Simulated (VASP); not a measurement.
A run of VASP 6.6.1 is set up as follows.

File INCAR:

```
PREC     = Accurate       # precision mode
ENCUT    = 520            # plane-wave cutoff, eV
EDIFF    = 1E-6           # SCF threshold, eV
ISMEAR   = 0              # smearing method
SIGMA    = 0.05           # smearing width, eV
LREAL    = Auto         
LASPH    = T              # aspherical terms in the spheres
NELM     = 60             # most SCF steps
ALGO     = Normal         # electronic algorithm
ISIF     = 2              # what is computed and relaxed
LWAVE    = F              # write WAVECAR
LCHARG   = F              # write CHGCAR
LDIPOL   = T            
IDIPOL   = 3            
DIPOL    = 0.5 0.5 0.290
GGA      = PE             # functional
NBANDS   = 72             # bands
```

Contents of KPOINTS:

```
Automatic mesh
0
Gamma
  5 5 1
```

The input POSCAR:

```
C12N
1.0
    5.0509324483      0.0000000000      0.0000000000
    0.0000000000      5.0509324483      0.0000000000
    0.0000000000      0.0000000000     22.3754933530
C N
24 2
Direct
    0.0000000000      0.2500000000      0.1787670080
    0.0000000000      0.7500000000      0.1787670080
    0.5000000000      0.2500000000      0.1787670080
    0.5000000000      0.7500000000      0.1787670080
    0.0000000000      0.0000000000      0.2186716990
    0.0000000000      0.5000000000      0.2186716990
    0.5000000000      0.0000000000      0.2186716990
    0.5000000000      0.5000000000      0.2186716990
    0.2500000000      0.0000000000      0.2585763899
    0.2500000000      0.5000000000      0.2585763899
    0.7500000000      0.0000000000      0.2585763899
    0.7500000000      0.5000000000      0.2585763899
    0.2500000000      0.2500000000      0.2976014419
    0.2500000000      0.7500000000      0.2976014419
    0.7500000000      0.2500000000      0.2976014419
    0.7500000000      0.7500000000      0.2976014419
    0.0000000000      0.2500000000      0.3394883053
    0.0000000000      0.7500000000      0.3394883053
    0.5000000000      0.2500000000      0.3394883053
    0.5000000000      0.7500000000      0.3394883053
    0.0000000000      0.0000000000      0.3743154719
    0.0000000000      0.5000000000      0.3743154719
    0.5000000000      0.0000000000      0.3743154719
    0.5000000000      0.5000000000      0.3743154719
    0.4942056465      0.3750000000      0.4386715948
    1.0057943535      0.3750000000      0.4386715948
```

Potentials or basis: VASP PAW PBE potentials, release 64 (C, N).

Launch:

```sh
$ cat potpaw_PBE.64/C/POTCAR potpaw_PBE.64/N/POTCAR > POTCAR
$ mpirun -np 1 vasp_std > vasp.out
```

(1) What does it give for the band gap on the k mesh?

(2) What does it give for the largest force?

Results:

(1) zero (bands 53 and 54 overlap by 0.08 eV).

(2) 5.821 eV/Å.
